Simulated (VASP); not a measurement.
# Se (P3_221) in VASP: notebook

Se is run at these levels: PBEsol; tasks: single point.

Program: VASP 6.6.1. These are calculated values, not measurements. Logs are shortened: lines on timing, memory, paths and dates and some standing lists are left out, and cuts for length are marked.

### Step 1. The cell of the first run

It takes space group P3_221 (No. 154, trigonal). The conventional cell has a = 4.355 Å, b = 4.355 Å, c = 4.999 Å, α = 90.00°, β = 90.00°, γ = 120.00°. Within 3.1 Å of Se (site symmetry 2) lie 2 Se at 2.34 Å.

### Step 2. Single point, PBEsol (zz strain of +1 %)

INCAR

```
SYSTEM = Se
PREC = Accurate
ENCUT = 520
EDIFF = 1E-6
ISMEAR = -1
SIGMA = 0.02
LREAL = .FALSE.
LASPH = .TRUE.
NELM = 80
ALGO = Normal
ISIF = 2
LWAVE = .FALSE.
LCHARG = .TRUE.
GGA = PS
LELF = .TRUE.
LVHAR = .TRUE.
NBANDS = 16
```

KPOINTS

```
regular mesh
0
G
  8 8 6
  0 0 0
```

POSCAR

```
Se
1.0
    4.3551696776      0.0000000000      0.0000000000
   -2.1775848388      3.7716875786      0.0000000000
    0.0000000000      0.0000000000      4.9989445000
Se
3
Direct
    0.2170000000      0.0000000000      0.1666666667
    0.0000000000      0.2170000000      0.8333333333
    0.7830000000      0.7830000000      0.5000000000
```

Potentials or basis: VASP PAW PBE potentials, release 64 (Se).

The run is started by

```bash
> cat potpaw_PBE.64/Se/POTCAR > POTCAR
> mpirun -np 1 vasp_std > vasp.out
```

OUTCAR:

```text
SYSTEM = Se
   PREC = Accurate
   ENCUT = 520
   EDIFF = 1E-6
   ISMEAR = -1
   LREAL = .FALSE.
   LASPH = .TRUE.
   NELM = 80
   ISIF = 2
   GGA = PS

 ion  position               nearest neighbor table
   1  0.217  0.000  0.167-   3 2.34   2 2.34
   2  0.000  0.217  0.833-   3 2.34   1 2.34
   3  0.783  0.783  0.500-   1 2.34   2 2.34

  LATTYP: Found a hexagonal cell.
 ALAT       =     4.3551696776
 C/A-ratio  =     1.1478185398

  Lattice vectors:

 A1 = (   4.3551696776,   0.0000000000,   0.0000000000)
 A2 = (  -2.1775848388,   3.7716875786,   0.0000000000)
 A3 = (   0.0000000000,   0.0000000000,   4.9989445000)

Analysis of symmetry for initial positions (statically):
=====================================================================
 Subroutine PRICEL returns:
 Original cell was already a primitive cell.

 Routine SETGRP: Setting up the symmetry group for a
 hexagonal supercell.

 Subroutine GETGRP returns: Found  6 space group operations
 (whereof  2 operations were pure point group operations)
 out of a pool of 24 trial point group operations.

The static configuration has the point symmetry C_2 .
 The point group associated with its full space group is D_3 .

Analysis of symmetry for dynamics (positions and initial velocities):
=====================================================================
 Subroutine PRICEL returns:
 Original cell was already a primitive cell.

 Routine SETGRP: Setting up the symmetry group for a
 hexagonal supercell.

 Subroutine GETGRP returns: Found  6 space group operations
 (whereof  2 operations were pure point group operations)
 out of a pool of 24 trial point group operations.

The dynamic configuration has the point symmetry C_2 .
 The point group associated with its full space group is D_3 .

 Subroutine INISYM returns: Found  6 space group operations
 (whereof  2 operations are pure point group operations),
 and found     1 'primitive' translations

----------------------------------------------------------------------------------------

                                     Primitive cell

  volume of cell :      82.1144

  direct lattice vectors                    reciprocal lattice vectors
     4.355169678  0.000000000  0.000000000     0.229612179  0.132566653  0.000000000
    -2.177584839  3.771687579  0.000000000     0.000000000  0.265133307  0.000000000
     0.000000000  0.000000000  4.998944500     0.000000000  0.000000000  0.200042229

  length of vectors
     4.355169678  4.355169678  4.998944500     0.265133307  0.265133307  0.200042229

  position of ions in fractional coordinates (direct lattice)
     0.217000000  0.000000000  0.166666667
     1.000000000  0.217000000  0.833333333
     0.783000000  0.783000000  0.500000000

  ion indices of the primitive-cell ions
   primitive index   ion index
                 1           1
                 2           2
                 3           3

----------------------------------------------------------------------------------------

 KPOINTS: regular mesh

Automatic generation of k-mesh.
 Grid dimensions read from file:
 generate k-points for:    8    8    6

 Generating k-lattice:

  Cartesian coordinates                     Fractional coordinates (reciprocal lattice)
     0.028701522  0.016570832  0.000000000     0.125000000 -0.000000000  0.000000000
     0.000000000  0.033141663  0.000000000     0.000000000  0.125000000  0.000000000
     0.000000000  0.000000000  0.033340371     0.000000000  0.000000000  0.166666667

  Length of vectors
     0.033141663  0.033141663  0.033340371

  Shift w.r.t. Gamma in fractional coordinates (k-lattice)
     0.000000000  0.000000000  0.000000000

 Subroutine IBZKPT returns following result:
 ===========================================

 Found     50 irreducible k-points:

 Following reciprocal coordinates:
            Coordinates               Weight
  0.000000  0.000000  0.000000      1.000000
  0.125000  0.000000  0.000000      6.000000
  0.250000  0.000000  0.000000      6.000000
  0.375000  0.000000  0.000000      6.000000
  0.500000  0.000000  0.000000      3.000000
  0.125000  0.125000  0.000000      6.000000
[... 16 lines left out ...]
 -0.125000  0.500000  0.166667     12.000000
  0.250000  0.250000  0.166667     12.000000
 [... further k-points ...]
   k-points           NKPTS =     50   k-points in BZ     NKDIM =     50   number of bands    NBANDS=     16
   number of dos      NEDOS =    301   number of ions     NIONS =      3
   total plane-waves  NPLWV =  40960
   dimension x,y,z NGX =    32 NGY =   32 NGZ =   40
   dimension x,y,z NGXF=    64 NGYF=   64 NGZF=   80
   ions per type =               3
   NGX,Y,Z   is equivalent  to a cutoff of  12.22, 12.22, 13.30 a.u.
   NGXF,Y,Z  is equivalent  to a cutoff of  24.43, 24.43, 26.60 a.u.
 SYSTEM =  Se
   PREC   = accura    normal or accurate (medium, high low for compatibility)
   ISTART =      0    job   : 0-new  1-cont  2-samecut
   ICHARG =      2    charge: 1-file 2-atom 10-const
   ISPIN  =      1    spin polarized calculation?
   LNONCOLLINEAR =      F non collinear calculations
   LSORBIT =      F    spin-orbit coupling
   LASPH  =      T    aspherical Exc in radial PAW
   ENCUT  =  520.0 eV  38.22 Ry    6.18 a.u.   8.10  8.10  9.29*2*pi/ulx,y,z
   NELM   =     80;   NELMIN=  2; NELMDL= -5     # of ELM steps
   EDIFF  = 0.1E-05   stopping-criterion for ELM
   LREAL  =      F    real-space projection
   EDIFFG = 0.1E-04   stopping-criterion for IOM
   NSW    =      0    number of steps for IOM
   IBRION =     -1    ionic relax: 0-MD 1-quasi-New 2-CG
   NFREE  =      0    steps in history (QN), initial steepest desc. (CG)
   ISIF   =      2    stress and relaxation
   ISYM   =      2    0-nonsym 1-usesym 2-fastsym
   POTIM  = 0.5000    time-step for ionic-motion
   TEBEG  =    0.0;   TEEND  =   0.0 temperature during run
   PSTRESS=    0.0 pullay stress
   NELECT =      18.0000    total number of electrons
   NUPDOWN=      -1.0000    fix difference up-down
   EMIN   =  10.00;   EMAX   =-10.00  energy-range for DOS
   EFERMI =   0.00;   METHOD = LEGACY
   ISMEAR =    -1;   SIGMA  =   0.02  broadening in eV -4-tet -1-fermi 0-gaus
   EFERMI_NEDOS =   21; number of points for ismear=-14 and -15
   IALGO  =     38    algorithm
   IMIX   =      4    mixing-type and parameters
     AMIX     =   0.40;   BMIX     =  1.00
     AMIX_MAG =   1.60;   BMIX_MAG =  1.00
  volume/ion in A,a.u.               =      27.37       184.71
  Fermi-wavevector in a.u.,A,eV,Ry     =   0.987096  1.865341 13.256947  0.974358
  Thomas-Fermi vector in A             =   2.118525
   LORBIT       =      0    0 simple, 1 ext, 2 COOP (PROOUT), +10 PAW based schemes
   GGA     = PS    functional components
   LHFCALC =     F    Hartree Fock is set to
   AEXX    =    0.0000 exact exchange contribution
   IVDW    =     0    specifies the selected vdW correction
   LEPSILON=     F    determine dielectric tensor
   LRPA    =     F    only Hartree local field effects (RPA)
 non-spin polarized calculation
  energy-cutoff  :      520.00
  volume of cell :       82.11
 maximum number of plane-waves:      2228
   NGX = 17   NGY = 17   NGZ = 19

 number of electron      17.9999997 magnetization

 Free energy of the ion-electron system (eV)
  ---------------------------------------------------
  ext. energy  EPLUGINS =         0.00000000
  ---------------------------------------------------
  free energy    TOTEN  =       -11.42715859 eV

  energy without entropy =      -11.42715859  energy(sigma->0) =      -11.42715859

 E-fermi :   3.0026     XC(G=0):  -8.9890

 val. band max:        2.5362068288   @ k =   0.5000   0.0000   0.5000
 cond. band min:       3.5184791500   @ k =   0.3750   0.2500   0.5000
 fundamental gap:      0.9822723211
 Fermi energy:         3.0025704115

 k-point     1 :       0.0000    0.0000    0.0000
  band No.  band energies     occupation
      1     -13.5141      2.00000
      2      -9.2849      2.00000
      3      -9.2849      2.00000
      4      -1.4077      2.00000
      5      -1.4077      2.00000
      6      -1.1818      2.00000
[... 8 lines left out ...]
     15       8.8064      0.00000
     16      10.8337      0.00000

 k-point     2 :       0.1250    0.0000    0.0000
  band No.  band energies     occupation
      1     -13.4581      2.00000
      2      -9.3312      2.00000
      3      -9.2755      2.00000
      4      -1.8958      2.00000
      5      -1.6006      2.00000
      6      -1.0136      2.00000
[... 8 lines left out ...]
     15       9.3446      0.00000
     16      10.7543      0.00000

 k-point     3 :       0.2500    0.0000    0.0000
  band No.  band energies     occupation
      1     -13.3131      2.00000
      2      -9.4625      2.00000
      3      -9.2523      2.00000
      4      -2.4438      2.00000
      5      -1.9252      2.00000
      6      -1.0116      2.00000
[... 8 lines left out ...]
     15      10.3321      0.00000
     16      11.1579      0.00000

 k-point     4 :       0.3750    0.0000    0.0000
  band No.  band energies     occupation
      1     -13.1512      2.00000
      2      -9.6250      2.00000
      3      -9.2285      2.00000
      4      -2.7392      2.00000
      5      -2.1728      2.00000
      6      -0.9887      2.00000
[... 8 lines left out ...]
     15      11.3222      0.00000
     16      12.1169      0.00000
[... 324 lines left out ...]
 k-point    22 :       0.3750    0.1250    0.1667
  band No.  band energies     occupation
      1     -12.9549      2.00000
      2     -10.3800      2.00000
      3      -8.6299      2.00000
      4      -2.7817      2.00000
      5      -2.6172      2.00000
      6      -0.9762      2.00000
[... 8 lines left out ...]
     15      11.3997      0.00000
     16      12.2662      0.00000

 k-point    23 :      -0.1250    0.5000    0.1667
  band No.  band energies     occupation
      1     -12.9558      2.00000
      2     -10.3690      2.00000
      3      -8.6508      2.00000
      4      -2.7533      2.00000
      5      -2.5613      2.00000
      6      -0.8751      2.00000
[... 8 lines left out ...]
     15      11.0731      0.00000
     16      11.9217      0.00000

 k-point    24 :       0.2500    0.2500    0.1667
  band No.  band energies     occupation
      1     -12.9568      2.00000
      2     -10.3670      2.00000
      3      -8.6468      2.00000
      4      -2.8063      2.00000
      5      -2.5520      2.00000
      6      -0.8275      2.00000
[... 8 lines left out ...]
     15      11.1051      0.00000
     16      12.0437      0.00000

 [... further k-points ...]
[... 5 lines left out ...]
  --------------------------------------------------------------------------------------
  -------------------------------------------------------------------------------------
  Total        0.8507548      0.8507548      1.7085769      0.0000000     -0.0000000      0.0000000
  in kB       16.5995329     16.5995329     33.3369609      0.0000000     -0.0000000      0.0000000
  external PRESSURE =      22.1786756 kB  Pullay stress =       0.0000000 kB

 VOLUME and BASIS-vectors are now :
 -----------------------------------------------------------------------------
  energy-cutoff  :      520.00
  volume of cell :       82.11
      direct lattice vectors                 reciprocal lattice vectors
     4.355169678  0.000000000  0.000000000     0.229612179  0.132566653  0.000000000
    -2.177584839  3.771687579  0.000000000     0.000000000  0.265133307  0.000000000
     0.000000000  0.000000000  4.998944500     0.000000000  0.000000000  0.200042229

 POSITION                                       TOTAL-FORCE (eV/Angst)
 -----------------------------------------------------------------------------------
      0.94507      0.00000      0.83316         0.918582     -0.000000      0.000000
     -0.47254      0.81846      4.16579        -0.459291      0.795515     -0.000000
      1.70505      2.95323      2.49947        -0.459291     -0.795515      0.000000
 -----------------------------------------------------------------------------------
    total drift:                                0.000001      0.000002      0.000000

  FREE ENERGIE OF THE ION-ELECTRON SYSTEM (eV)
  ---------------------------------------------------
  free  energy   TOTEN  =       -11.4271585895 eV

  energy  without entropy=      -11.4271585895  energy(sigma->0) =      -11.42715859
```

Wall time 29 s (1 thread of Intel Xeon Platinum 8488C (Sapphire Rapids), shared host); peak memory 0.21 GiB.

What came out:

```
Free energy            : -11.4272 eV
Pressure               : 2.2 GPa
Largest force          : 0.919 eV/Å
Band gap on the k mesh : 0.98 eV, indirect (least direct gap 1.03 eV)
```

Forces in eV/Å, atoms in the order of the input:
```
Se   0.919  0.000  0.000
Se  -0.459  0.796  0.000
Se  -0.459 -0.796  0.000
```

Levels at points of the mesh, in eV from the valence-band top:
| k point | band 6 | band 7 | band 8 | band 9 | band 10 | band 11 | band 12 | band 13 |
| --- | --- | --- | --- | --- | --- | --- | --- | --- |
| (0.00, 0.00, 0.00) | -3.72 | -2.12 | -2.12 | -0.37 | 1.97 | 1.97 | 2.44 | 5.81 |
| (0.50, 0.00, 0.00) | -3.40 | -2.96 | -1.93 | -1.04 | 1.99 | 2.55 | 4.27 | 5.27 |
| (0.00, 0.00, 0.50) | -3.42 | -1.52 | -1.52 | -1.21 | 1.21 | 1.38 | 1.38 | 6.02 |
| (0.50, 0.00, 0.50) | -4.30 | -1.84 | -1.44 | 0.00 | 1.43 | 2.79 | 3.09 | 6.09 |

Caveat: the cell differs from its parent crystal (zz strain of +1 %); the PAW data sets were made with another functional, which shifts forces and pressure a little. A k mesh can miss the band edges.

### Step 3. Single point, PBEsol (zz strain of +2 %)

INCAR

```
ALGO = Normal ; EDIFF = 1E-6
ENCUT = 520 ; GGA = PS
ISIF = 2 ; ISMEAR = -1
LASPH = T ; LCHARG = F
LREAL = F ; LWAVE = F
NBANDS = 16 ; NELM = 100
PREC = Accurate ; SIGMA = 0.02
```

KPOINTS

```
k-points
0
Gamma
  8 8 6
```

Edit POSCAR of step 2 so:

```diff
@@ -4,3 +4,3 @@
    -2.1775848388      3.7716875786      0.0000000000
-    0.0000000000      0.0000000000      4.9989445000
+    0.0000000000      0.0000000000      5.0484390000
 Se
```

Potentials or basis: VASP PAW PBE potentials, release 64 (Se).

The run is started by

```bash
> cat potpaw_PBE.64/Se/POTCAR > POTCAR
> mpirun -np 1 vasp_std > vasp.out
```

Wall time 29 s (1 thread of Intel Xeon Platinum 8488C (Sapphire Rapids), shared host); peak memory 0.21 GiB.

The run converged. Its results:

| Quantity | Value |
| --- | --- |
| Free energy | -11.4405 eV |
| Pressure | 1.4 GPa |
| Largest force | 0.777 eV/Å |
| Band gap on the k mesh | 0.92 eV, indirect (least direct gap 0.94 eV) |

Forces on the atoms (eV/Å):
```
Se   0.777  0.000  0.000
Se  -0.388  0.673  0.000
Se  -0.388 -0.673  0.000
```

Stress tensor (GPa, compression positive):
```
1.06 0.00 0.00
0.00 1.06 0.00
0.00 0.00 1.93
```

Levels at points of the mesh, in eV from the valence-band top:
| k point | band 7 | band 8 | band 9 | band 10 | band 11 | band 12 |
| --- | --- | --- | --- | --- | --- | --- |
| (0.00, 0.00, 0.00) | -2.04 | -2.04 | -0.34 | 1.94 | 1.94 | 2.47 |
| (0.50, 0.00, 0.00) | -2.93 | -1.88 | -1.01 | 1.98 | 2.54 | 4.23 |
| (0.00, 0.00, 0.50) | -1.44 | -1.44 | -1.19 | 1.19 | 1.42 | 1.42 |
| (0.50, 0.00, 0.50) | -1.79 | -1.42 | 0.00 | 1.36 | 2.81 | 3.05 |

Caveat: the cell differs from its parent crystal (zz strain of +2 %); the PAW data sets were made with another functional, which shifts forces and pressure a little.
